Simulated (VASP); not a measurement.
Input of a VASP 6.6.1 run:

Contents of INCAR:

```
ALGO = Normal
EDIFF = 1E-6
ENCUT = 520
GGA = RE
ISIF = 2
ISMEAR = -1
LASPH = True
LCHARG = False
LREAL = False
LWAVE = False
NBANDS = 26
NELM = 80
PREC = Accurate
SIGMA = 0.05
```

KPOINTS

```
k-points
0
Gamma
  4 4 3
```

Contents of POSCAR:

```
CdS
1.0
    4.1500000000      0.0000000000      0.0000000000
   -2.0750000000      3.5940054257      0.0000000000
    0.0000000000      0.0000000000      6.7370000000
Cd S
2 2
Direct
    0.6666666667      0.3333333333      0.5000000000
    0.3333333333      0.6666666667      0.0000000000
    0.6666666667      0.3333333333      0.8750000000
    0.3333333333      0.6666666667      0.3750000000
```

Potentials or basis: VASP PAW PBE potentials, release 64 (Cd, S).

Run with:

```sh
$ cat potpaw_PBE.64/Cd/POTCAR potpaw_PBE.64/S/POTCAR > POTCAR
$ mpirun -np 1 vasp_std > vasp.out
```

Problem. What does it give for the largest force?

Solution. 0.059 eV/Å.

Problem. Predict the band gap on the k mesh.

Solution. 1.33 eV, direct.

Problem. What does it give for the pressure?

Solution. 4.1 GPa.

Forces on the atoms (eV/Å):
```
Cd   0.000  0.000 -0.059
Cd   0.000  0.000 -0.059
S    0.000  0.000  0.059
S    0.000  0.000  0.059
```

Caveat: the k points lie up to 0.44 Å⁻¹ apart; the PAW data sets were made with another functional, which shifts forces and pressure a little. A hybrid or GW would open this gap; revPBE tends to underestimate it.
